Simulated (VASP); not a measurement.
Runs of VASP 6.6.1 on Pt. The structure is that of space group Fm-3m (No. 225), or close to it. The cells are those of the table. 

```tsv
level	potentials or basis	cell	k mesh	cutoff (eV)	smearing	grid for exact exchange (PRECFOCK)	share of exact exchange	gap on the mesh (eV)	pressure (GPa)
LDA	VASP PAW LDA potentials, release 64 (Pt_sv_GW)	a = 2.736 Å, angles 60.0°, 1 atom	12 × 12 × 12	570	fermi-dirac 0.05 eV	-	-	none	6.1
LDA	VASP PAW LDA potentials, release 64 (Pt_sv_GW)	a = 2.717 Å, angles 60.0°, 1 atom	12 × 12 × 12	570	fermi-dirac 0.05 eV	-	-	none	(b)
BLYP	VASP PAW PBE potentials, release 64 (Pt_sv_GW)	a = 2.773 Å, angles 60.0°, 1 atom	12 × 12 × 12	570	fermi-dirac 0.05 eV	-	-	none	25.5
PBE0	VASP PAW PBE potentials, release 64 (Pt)	a = 2.773 Å, angles 60.0°, 1 atom	7 × 7 × 7	400	methfessel-paxton 0.15 eV	Normal	0.25	none	(a)
PBE0	VASP PAW PBE potentials, release 64 (Pt)	a = 2.736 Å, angles 60.0°, 1 atom	8 × 8 × 8	520	fermi-dirac 0.05 eV	Normal	0.25	none	13.0
```

Alike in all rows: task single point; no spin polarisation.

Fill in the values left out.

(a) 2.7; (b) 13.7.

Caveats: some runs use coarse meshes; spin-orbit coupling is left out, which moves the levels of the heavy elements; the cell stands under pressure (at least some runs); the PAW data sets were made with another functional, which shifts forces and pressure a little (at least some runs).

A k mesh can miss the band edges, and the runs leave out spin-orbit coupling on Pt.

A gap of «none» marks levels without a gap at the run's occupations.

The runs don't all hold the same shells in valence.
